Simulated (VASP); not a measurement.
Wanted: the native input for a VASP 6.6.1 run.

* Task: single point
* Functional: PBEsol
* Potentials or basis: VASP PAW PBE potentials, release 64 (Pt)
* Cutoff: 520 eV
* k mesh: 22 × 22 × 22
* Occupations: gaussian, width 0.15 eV
* Spin: collinear spin
* Starting moments: [0.1] μB
* Fixed moment: 0.1 μB
* Dipole correction: no
* Further INCAR settings: ALGO = Normal; EDIFF = 1e-06; NBANDS = 15

The structure of Pt lies in POSCAR:

```
Pt
1.0
    0.0000000000      2.0434252976      2.0434252976
    2.0434252976      0.0000000000      2.0434252976
    2.0434252976      2.0434252976      0.0000000000
Pt
1
Direct
    0.0000000000      0.0000000000      0.0000000000
```

One way to write it, as run:

INCAR

```
SYSTEM = Pt
ALGO = Normal ; EDIFF = 1E-6
ENCUT = 520 ; GGA = PS
ISIF = 2 ; ISMEAR = 0
ISPIN = 2 ; LASPH = .TRUE.
LCHARG = .TRUE. ; LELF = .TRUE.
LMAXMIX = 4 ; LORBIT = 11
LREAL = .FALSE. ; LVHAR = .TRUE.
LWAVE = .FALSE. ; MAGMOM = 0.1
NBANDS = 15 ; NELM = 150
NUPDOWN = 0.1 ; PREC = Accurate
SIGMA = 0.15
```

KPOINTS

```
k-points
0
G
  22 22 22
  0 0 0
```

Potentials or basis: VASP PAW PBE potentials, release 64 (Pt).

Launch:

```sh
$ cat potpaw_PBE.64/Pt/POTCAR > POTCAR
$ mpirun -np 1 vasp_std > vasp.out
```

It gave:

| Property | Result |
| --- | --- |
| Pressure | -26.0 GPa |
| Net moment | 0.10 μB per cell |
| Site moments | Pt +0.10 μB |
| Valence electrons inside the program's atomic spheres | Pt 9.00 |

Caveat: the cell stands under tension; the PAW data sets were made with another functional, which shifts forces and pressure a little; the total moment is fixed, so each spin has its own Fermi level.

It took 110 s on 1 thread of AMD EPYC 9R45 96-Core Processor (Zen 5), with other jobs on the host, peak memory 0.22 GiB.
